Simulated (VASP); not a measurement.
Input of a VASP 6.6.1 run:

INCAR

```
SYSTEM = PtSe2
ALGO = Normal ; EDIFF = 1E-6
ENCUT = 520 ; GGA = CA
ISIF = 2 ; ISMEAR = 0
LASPH = .TRUE. ; LCHARG = .FALSE.
LREAL = .FALSE. ; LWAVE = .FALSE.
NBANDS = 18 ; NELM = 80
PREC = Accurate ; SIGMA = 0.1
```

KPOINTS

```
k-points
0
G
  9 9 6
  0 0 0
```

POSCAR

```
PtSe2
1.0
    3.7240000000      0.0000000000      0.0000000000
   -1.8620000000      3.2250790000      0.0000000000
    0.0000000000      0.0000000000      5.0620000000
Pt Se
1 2
Direct
    0.0000000000      0.0000000000      0.0000000000
    0.3333333333      0.6666666667      0.2500000000
    0.6666666667      0.3333333333      0.7500000000
```

Potentials or basis: VASP PAW LDA potentials, release 64 (Pt, Se).

The run is started by

```bash
$ cat potpaw_LDA.64/Pt/POTCAR potpaw_LDA.64/Se/POTCAR > POTCAR
$ mpirun -np 1 vasp_std > vasp.out
```

Task: Estimate the pressure.

Result: -0.1 GPa.

Task: Estimate the largest force.

Result: 0.221 eV/Å.

Stress tensor (GPa, compression positive):
```
 0.36  0.00  0.00
 0.00  0.36  0.00
 0.00  0.00 -0.93
```
